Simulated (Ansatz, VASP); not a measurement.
**ZnO in VASP and in Ansatz**

Contents of POSCAR:

```
ZnO
1.0
    0.0000000000      2.1548847628      2.1548847628
    2.1548847628      0.0000000000      2.1548847628
    2.1548847628      2.1548847628      0.0000000000
Zn O
1 1
Direct
    0.0000000000      0.0000000000      0.0000000000
    0.5000000000      0.5000000000      0.5000000000
```

INCAR.step1

```
PREC = Accurate
ENCUT = 520
ISMEAR = 0
SIGMA = 0.02
LREAL = False
LASPH = True
NELM = 60
NBANDS = 16
GGA = PE
ALGO = Normal
EDIFF = 1E-4
LWAVE = True
LCHARG = False
```

The input INCAR.step2:

```
PREC = Accurate
ENCUT = 520
EDIFF = 1E-6
ISMEAR = 0
SIGMA = 0.02
LREAL = False
LASPH = True
NELM = 60
ALGO = Normal
ISIF = 2
LWAVE = False
LCHARG = False
METAGGA = R2SCAN
LMIXTAU = True
NBANDS = 16
ISTART = 1
```

KPOINTS

```
regular mesh
0
Gamma
  12 12 12
```

Input for Ansatz:

```yaml
crystal:
  lattice:
    - [0.0, 2.1548847628, 2.1548847628]
    - [2.1548847628, 0.0, 2.1548847628]
    - [2.1548847628, 2.1548847628, 0.0]
  atoms:
    - { symbol: Zn, position: [0.0, 0.0, 0.0] }
    - { symbol: O, position: [0.5, 0.5, 0.5] }
basis:
  ecutwfc: 500
kpoints:
  mp_grid: { grid: [12, 12, 12] }
hamiltonian:
  xc: r2scan
scf:
  occupations: { method: gaussian, width: 0.02 }
output:
  forces: true
  stress: true
  eigenvalues: true
```

Alike in both runs: task single point; functional r2SCAN; k mesh 12 × 12 × 12; occupations gaussian, width 0.02 eV; no spin polarisation.

|  | VASP | Ansatz |
| --- | --- | --- |
| version | VASP 6.6.1 | Ansatz 0.2.0 |
| potentials or method | VASP PAW PBE potentials, release 64 (Zn, O), cutoff 520 eV | scalar-relativistic, plane waves, PAW |
| valence electrons in the cell | 18 | 18 |

Ansatz gave:

| Quantity | Value |
| --- | --- |
| gap on the k mesh at the Fermi level (eV) | 1.42 |
| least direct gap on the mesh (eV) | 2.75 |
| pressure (GPa) | -5.3 |

Problem. What did VASP give for the same quantities?

Solution. gap on the k mesh at the Fermi level (eV): 1.40; least direct gap on the mesh (eV): 2.73; pressure (GPa): -3.9.

VASP's potentials were made for PBE, not for r2SCAN.
